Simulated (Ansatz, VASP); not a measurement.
Two plane-wave programs on Al3Cu2

```xyz
5
Lattice="4.0920 0.0000 0.0000 -2.0460 3.5437 0.0000 0.0000 0.0000 4.9928" Properties=species:S:1:pos:R:3 pbc="T T T"
Al    0.0000    0.0000    0.0000
Al    0.0000    2.3625    1.7471
Al    2.0460    1.1812    3.2457
Cu    0.0000    2.3625    4.1915
Cu    2.0460    1.1812    0.8013
```

Alike in both runs: task single point; functional r2SCAN; k mesh 12 × 12 × 8; no spin polarisation.

```csv
,VASP,Ansatz
version,VASP 6.6.1,Ansatz 0.2.0
potentials or method,"VASP PAW PBE potentials, release 64 (Al, Cu), cutoff 520 eV","scalar-relativistic, plane waves, PAW"
occupations,"methfessel-paxton of order 1, width 0.3 eV","cold, width 0.3 eV"
valence electrons in the cell,31,47
```

|  | VASP | Ansatz | Ansatz less VASP |
| --- | --- | --- | --- |
| gap on the k mesh at the Fermi level (eV) | none | none | - |
| pressure (GPa) | 0.4 | 0.5 | +0.15 |
| traceless stress, the component that is largest in VASP (GPa) | -0.39 | -0.44 | -0.047 |
| rms of the force components (eV/Å) | 0.004 | 0.006 | +0.0016 |

VASP's potentials were made for PBE, not for r2SCAN. Atom by atom the forces differ by 0.002 eV/Å (rms over components). A gap of «none» marks a metal or a gap that the smearing closes. VASP's potentials hold 31 valence electrons a cell and Ansatz's 47, so a difference there can come from the potentials and not from the codes.
